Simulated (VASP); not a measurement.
# Li (Im-3m) in VASP: a series of runs

Li is run at these levels: RPBE+D4, revPBE+D3(BJ); tasks: relaxation of cell and atoms.

Program: VASP 6.6.1. These are calculated values, not measurements. Logs are shortened: lines on timing, memory, paths and dates and some standing lists are left out, and cuts for length are marked.

### 1 The cell of the first run

It takes space group Im-3m (No. 229, cubic). Conventional cell: a = 3.509 Å, b = 3.509 Å, c = 3.509 Å, α = 90.00°, β = 90.00°, γ = 90.00°. Li (site symmetry m-3m) has 14 Li at 3.04 to 3.51 Å within 4.0 Å.

### 2 Relaxation of cell and atoms, RPBE+D4

INCAR

```
SYSTEM = Li
PREC = Accurate
ENCUT = 600
EDIFF = 1E-6
ISMEAR = -1
SIGMA = 0.05
LREAL = .FALSE.
LASPH = .TRUE.
NELM = 60
ALGO = Normal
ISIF = 3
LWAVE = .FALSE.
LCHARG = .FALSE.
GGA = RP
IVDW = 13
IBRION = 2
NSW = 60
EDIFFG = -0.01
```

KPOINTS

```
regular mesh
0
G
  11 11 11
  0 0 0
```

POSCAR

```
Li
1.0
   -1.7546500000      1.7546500000      1.7546500000
    1.7546500000     -1.7546500000      1.7546500000
    1.7546500000      1.7546500000     -1.7546500000
Li
1
Direct
    0.0000000000      0.0000000000      0.0000000000
```

Potentials or basis: VASP PAW PBE potentials, release 64 (Li_sv).

The run is started by

```console
cat potpaw_PBE.64/Li_sv/POTCAR > POTCAR
mpirun -np 1 vasp_std > vasp.out
```

OUTCAR:

```text
SYSTEM = Li
   PREC = Accurate
   ENCUT = 600
   EDIFF = 1E-6
   ISMEAR = -1
   LREAL = .FALSE.
   LASPH = .TRUE.
   NELM = 60
   ISIF = 3
   GGA = RP
   IVDW = 13
   IBRION = 2
   NSW = 60
   EDIFFG = -0.01

 ion  position               nearest neighbor table
   1  0.000  0.000  0.000-

  LATTYP: Found a body centered cubic cell.
 ALAT       =     3.5093000000

  Lattice vectors:

 A1 = (  -1.7546500000,   1.7546500000,   1.7546500000)
 A2 = (   1.7546500000,  -1.7546500000,   1.7546500000)
 A3 = (   1.7546500000,   1.7546500000,  -1.7546500000)

Analysis of symmetry for initial positions (statically):
=====================================================================
 Subroutine PRICEL returns:
 Original cell was already a primitive cell.

 Routine SETGRP: Setting up the symmetry group for a
 body centered cubic supercell.

 Subroutine GETGRP returns: Found 48 space group operations
 (whereof 48 operations were pure point group operations)
 out of a pool of 48 trial point group operations.

The static configuration has the point symmetry O_h .

Analysis of symmetry for dynamics (positions and initial velocities):
=====================================================================
 Subroutine PRICEL returns:
 Original cell was already a primitive cell.

 Routine SETGRP: Setting up the symmetry group for a
 body centered cubic supercell.

 Subroutine GETGRP returns: Found 48 space group operations
 (whereof 48 operations were pure point group operations)
 out of a pool of 48 trial point group operations.

The dynamic configuration has the point symmetry O_h .

 Subroutine INISYM returns: Found 48 space group operations
 (whereof 48 operations are pure point group operations),
 and found     1 'primitive' translations

----------------------------------------------------------------------------------------

                                     Primitive cell

  volume of cell :      21.6088

  direct lattice vectors                    reciprocal lattice vectors
    -1.754650000  1.754650000  1.754650000     0.000000000  0.284957114  0.284957114
     1.754650000 -1.754650000  1.754650000     0.284957114  0.000000000  0.284957114
     1.754650000  1.754650000 -1.754650000     0.284957114  0.284957114  0.000000000

  length of vectors
     3.039142950  3.039142950  3.039142950     0.402990215  0.402990215  0.402990215

  position of ions in fractional coordinates (direct lattice)
     0.000000000  0.000000000  0.000000000

  ion indices of the primitive-cell ions
   primitive index   ion index
                 1           1

----------------------------------------------------------------------------------------

 KPOINTS: regular mesh

Automatic generation of k-mesh.
 Grid dimensions read from file:
 generate k-points for:   11   11   11

 Generating k-lattice:

  Cartesian coordinates                     Fractional coordinates (reciprocal lattice)
     0.000000000  0.025905192  0.025905192     0.090909091  0.000000000  0.000000000
     0.025905192  0.000000000  0.025905192     0.000000000  0.090909091  0.000000000
     0.025905192  0.025905192  0.000000000     0.000000000  0.000000000  0.090909091

  Length of vectors
     0.036635474  0.036635474  0.036635474

  Shift w.r.t. Gamma in fractional coordinates (k-lattice)
     0.000000000  0.000000000  0.000000000

 Subroutine IBZKPT returns following result:
 ===========================================

 Found     56 irreducible k-points:

 Following reciprocal coordinates:
            Coordinates               Weight
  0.000000  0.000000  0.000000      1.000000
  0.090909  0.000000  0.000000     12.000000
  0.181818  0.000000  0.000000     12.000000
  0.272727  0.000000  0.000000     12.000000
  0.363636  0.000000  0.000000     12.000000
  0.454545  0.000000  0.000000     12.000000
[... 16 lines left out ...]
  0.272727  0.181818  0.090909     48.000000
  0.363636  0.181818  0.090909     24.000000
 [... further k-points ...]
   k-points           NKPTS =     56   k-points in BZ     NKDIM =     56   number of bands    NBANDS=      5
   number of dos      NEDOS =    301   number of ions     NIONS =      1
   total plane-waves  NPLWV =  13824
   dimension x,y,z NGX =    24 NGY =   24 NGZ =   24
   dimension x,y,z NGXF=    48 NGYF=   48 NGZF=   48
   ions per type =               1
   NGX,Y,Z   is equivalent  to a cutoff of  13.13, 13.13, 13.13 a.u.
   NGXF,Y,Z  is equivalent  to a cutoff of  26.26, 26.26, 26.26 a.u.
 SYSTEM =  Li
   PREC   = accura    normal or accurate (medium, high low for compatibility)
   ISTART =      0    job   : 0-new  1-cont  2-samecut
   ICHARG =      2    charge: 1-file 2-atom 10-const
   ISPIN  =      1    spin polarized calculation?
   LNONCOLLINEAR =      F non collinear calculations
   LSORBIT =      F    spin-orbit coupling
   LASPH  =      T    aspherical Exc in radial PAW
   ENCUT  =  600.0 eV  44.10 Ry    6.64 a.u.   6.07  6.07  6.07*2*pi/ulx,y,z
   NELM   =     60;   NELMIN=  2; NELMDL= -5     # of ELM steps
   EDIFF  = 0.1E-05   stopping-criterion for ELM
   LREAL  =      F    real-space projection
   EDIFFG = -.1E-01   stopping-criterion for IOM
   NSW    =     60    number of steps for IOM
   IBRION =      2    ionic relax: 0-MD 1-quasi-New 2-CG
   NFREE  =      1    steps in history (QN), initial steepest desc. (CG)
   ISIF   =      3    stress and relaxation
   ISYM   =      2    0-nonsym 1-usesym 2-fastsym
   POTIM  = 0.5000    time-step for ionic-motion
   TEBEG  =    0.0;   TEEND  =   0.0 temperature during run
   PSTRESS=    0.0 pullay stress
   NELECT =       3.0000    total number of electrons
   NUPDOWN=      -1.0000    fix difference up-down
   EMIN   =  10.00;   EMAX   =-10.00  energy-range for DOS
   EFERMI =   0.00;   METHOD = LEGACY
   ISMEAR =    -1;   SIGMA  =   0.05  broadening in eV -4-tet -1-fermi 0-gaus
   EFERMI_NEDOS =   21; number of points for ismear=-14 and -15
   IALGO  =     38    algorithm
   IMIX   =      4    mixing-type and parameters
     AMIX     =   0.40;   BMIX     =  1.00
     AMIX_MAG =   1.60;   BMIX_MAG =  1.00
  volume/ion in A,a.u.               =      21.61       145.82
  Fermi-wavevector in a.u.,A,eV,Ry     =   0.847692  1.601906  9.776898  0.718582
  Thomas-Fermi vector in A             =   1.963238
   LORBIT       =      0    0 simple, 1 ext, 2 COOP (PROOUT), +10 PAW based schemes
   GGA     = RP    functional components
   LHFCALC =     F    Hartree Fock is set to
   AEXX    =    0.0000 exact exchange contribution
   IVDW    =    13    specifies the selected vdW correction
   LEPSILON=     F    determine dielectric tensor
   LRPA    =     F    only Hartree local field effects (RPA)
 conjugate gradient relaxation of ions
 non-spin polarized calculation
  energy-cutoff  :      600.00
  volume of cell :       21.61
 maximum number of plane-waves:       730
   NGX = 13   NGY = 13   NGZ = 13

--------------------------------------- Ionic step        1  -------------------------------------------

 number of electron       2.9999991 magnetization

 Free energy of the ion-electron system (eV)
  ---------------------------------------------------
  ext. energy  EPLUGINS =         0.00000000
  ---------------------------------------------------
  free energy    TOTEN  =        -1.81576215 eV

  energy without entropy =       -1.81206437  energy(sigma->0) =       -1.81391326

------------------------ aborting loop because EDIFF is reached ----------------------------------------

  DFT-D4 for vdW energy calculation

  Edisp (eV):   -0.03744

  FORCE on cell =-STRESS in cart. coord.  units (eV):
  Direction    XX          YY          ZZ          XY          YZ          ZX
  --------------------------------------------------------------------------------------
  -------------------------------------------------------------------------------------
  Total      -0.10144    -0.10144    -0.10144    -0.00000    -0.00000     0.00000
  in kB      -7.52116    -7.52116    -7.52116    -0.00000    -0.00000     0.00000
  external pressure =       -7.52 kB  Pullay stress =        0.00 kB
[... 59 lines left out ...]
  energy  without entropy=       -1.8508205510  energy(sigma->0) =       -1.85267191

--------------------------------------- Ionic step        3  -------------------------------------------

 number of electron       2.9999999 magnetization

 Free energy of the ion-electron system (eV)
  ---------------------------------------------------
  ext. energy  EPLUGINS =         0.00000000
  ---------------------------------------------------
  free energy    TOTEN  =        -1.81678315 eV

  energy without entropy =       -1.81306447  energy(sigma->0) =       -1.81492381

 E-fermi :   0.6932     XC(G=0):  -6.9985

 val. band max:        0.6856942851   @ k =   0.4545   0.0000   0.0000
 cond. band min:       0.8678247241   @ k =   0.1818   0.1818   0.1818
 fundamental gap:      0.1821304390
 Fermi energy:         0.6932297269

 k-point     1 :       0.0000    0.0000    0.0000
  band No.  band energies     occupation
      1     -46.0523      2.00000
      2      -2.8916      2.00000
      3      15.4787      0.00000
      4      15.4787      0.00000
      5      15.4788      0.00000

 k-point     2 :       0.0909    0.0000    0.0000
  band No.  band energies     occupation
      1     -46.0510      2.00000
      2      -2.7359      2.00000
      3      14.3358      0.00000
      4      14.7217      0.00000
      5      15.1858      0.00000
[... 169 lines left out ...]
 k-point    24 :       0.3636    0.1818    0.0909
  band No.  band energies     occupation
      1     -46.0333      2.00000
      2       1.9106      0.00000
      3       3.9489      0.00000
      4       7.4294      0.00000
      5      10.0516      0.00000

 [... further k-points ...]

------------------------ aborting loop because EDIFF is reached ----------------------------------------

  DFT-D4 for vdW energy calculation

  Edisp (eV):   -0.03963

  FORCE on cell =-STRESS in cart. coord.  units (eV):
  Direction    XX          YY          ZZ          XY          YZ          ZX
  --------------------------------------------------------------------------------------
  -------------------------------------------------------------------------------------
  Total      -0.00552    -0.00552    -0.00552     0.00000     0.00000    -0.00000
  in kB      -0.43393    -0.43393    -0.43393     0.00000     0.00000    -0.00000
  external pressure =       -0.43 kB  Pullay stress =        0.00 kB
[... 16 lines left out ...]
  FREE ENERGIE OF THE ION-ELECTRON SYSTEM (eV)
  ---------------------------------------------------
  free  energy   TOTEN  =        -1.8564115961 eV

  energy  without entropy=       -1.8526929228  energy(sigma->0) =       -1.85455226

 reached required accuracy - stopping structural energy minimisation
```

It took 7.5 s on 1 thread of Intel Xeon Platinum 8488C (Sapphire Rapids), shared host; peak memory 0.13 GiB.

Results:

- Free energy: -1.8564 eV
- Relaxed volume: 20.36 Å³/atom
- Relaxed cell: a = 2.980 Å, b = 2.980 Å, c = 2.980 Å, α = 109.47°, β = 109.47°, γ = 109.47°
- Space group after relaxing (to 0.05 Å): Im-3m (No. 229)
- Energy gained by relaxing: 3.2 meV/atom
- Ionic steps: 3
- Pressure after relaxing: 0.0 GPa
- Dispersion energy per atom: -0.040 eV

Step by step:
```csv
step,energy change (eV),largest force (eV/Å),pressure (GPa),volume (Å³)
1,0.0000,0.0000,-0.75,21.61
2,-0.0013,0.0000,-0.59,21.29
3,-0.0032,0.0000,-0.04,20.36
```

Final structure:
```
Li
1.0
    -1.72030    1.72030    1.72030
     1.72030   -1.72030    1.72030
     1.72030    1.72030   -1.72030
Li
1
Direct
  0.00000 0.00000 0.00000
```

Levels at points of the mesh, in eV from the Fermi level:
| k point | band 1 | band 2 | band 3 | band 4 | band 5 |
| --- | --- | --- | --- | --- | --- |
| (0.00, 0.00, 0.00) | -46.75 | -3.58 | 14.79 | 14.79 | 14.79 |

Caveat: the cutoff is under 1.25 times the usual one of these potentials, so pressure, stress and relaxed cells hold a basis-set (Pulay) error; the PAW data sets were made with another functional, which shifts forces and pressure a little; pairwise dispersion overbinds metals, which lowers pressure and volume.

### 3 Relaxation of cell and atoms, revPBE+D3(BJ)

INCAR

```
PREC     = Accurate       # precision mode
ENCUT    = 600            # plane-wave cutoff, eV
EDIFF    = 1E-6           # SCF threshold, eV
ISMEAR   = -1             # smearing method
SIGMA    = 0.05           # smearing width, eV
LREAL    = False          # projectors in reciprocal space
LASPH    = True           # aspherical terms in the spheres
NELM     = 60             # most SCF steps
ALGO     = Normal         # electronic algorithm
ISIF     = 3              # what is computed and relaxed
LWAVE    = False          # write WAVECAR
LCHARG   = False          # write CHGCAR
GGA      = RE             # functional
IVDW     = 12             # dispersion correction
IBRION   = 2              # ionic algorithm
NSW      = 60             # ionic steps
EDIFFG   = -0.01          # ionic threshold
```

KPOINTS

```
regular mesh
0
Gamma
  11 11 11
```

POSCAR is that of step 2.

Potentials or basis: VASP PAW PBE potentials, release 64 (Li_sv).

The run is started by

```console
cat potpaw_PBE.64/Li_sv/POTCAR > POTCAR
mpirun -np 1 vasp_std > vasp.out
```

Wall time 11 s (1 thread of Intel Xeon Platinum 8488C (Sapphire Rapids), shared host); peak memory 0.14 GiB.

The run converged. Its results:

```yaml
Free_energy: -2.1673 eV
Relaxed_volume: 17.07 Å³/atom
Relaxed_cell: a = 2.809 Å, b = 2.809 Å, c = 2.809 Å, α = 109.47°, β = 109.47°, γ = 109.47°
Space_group_after_relaxing_to_0.05_Å: Im-3m (No. 229)
Energy_gained_by_relaxing: 44.0 meV/atom
Ionic_steps: 6
Pressure_after_relaxing: 0.0 GPa
Dispersion_energy_per_atom: -0.390 eV
```

The path:
```
step  energy change (eV)  largest force (eV/Å)  pressure (GPa)  volume (Å³)
   1              0.0000                0.0000           -2.60        21.61
   2             -0.0163                0.0000           -2.23        20.53
   3             -0.0404                0.0000           -0.97        18.21
   4             -0.0081                0.0000            4.50        14.12
   5             -0.0439                0.0000           -0.19        17.27
   6             -0.0440                0.0000            0.01        17.07
```

Final structure:
```
Li
1.0
    -1.62196    1.62196    1.62196
     1.62196   -1.62196    1.62196
     1.62196    1.62196   -1.62196
Li
1
Direct
  0.00000 0.00000 0.00000
```

Levels at points of the mesh, in eV from the Fermi level:
```
           k point  band 1  band 2  band 3  band 4  band 5
(0.00, 0.00, 0.00)  -46.41   -3.82   16.74   16.74   16.74
```

Caveat: the cutoff is under 1.25 times the usual one of these potentials, so pressure, stress and relaxed cells hold a basis-set (Pulay) error; the volume moved by over 15 % at a fixed basis, so the end points are rough; the PAW data sets were made with another functional, which shifts forces and pressure a little; the volume moved by -21 % from the deposited cell, more than functionals usually miss; pairwise dispersion overbinds metals, which lowers pressure and volume.

### 4 Comparison with measurements

Step 2. The cell as given is a measured one (21.61 Å³/atom); RPBE+D4 puts the equilibrium volume -5.8 % from it, thermal expansion not counted.

Step 3. The cell as given is a measured one (21.61 Å³/atom); revPBE+D3(BJ) puts the equilibrium volume -21.0 % from it, thermal expansion not counted.
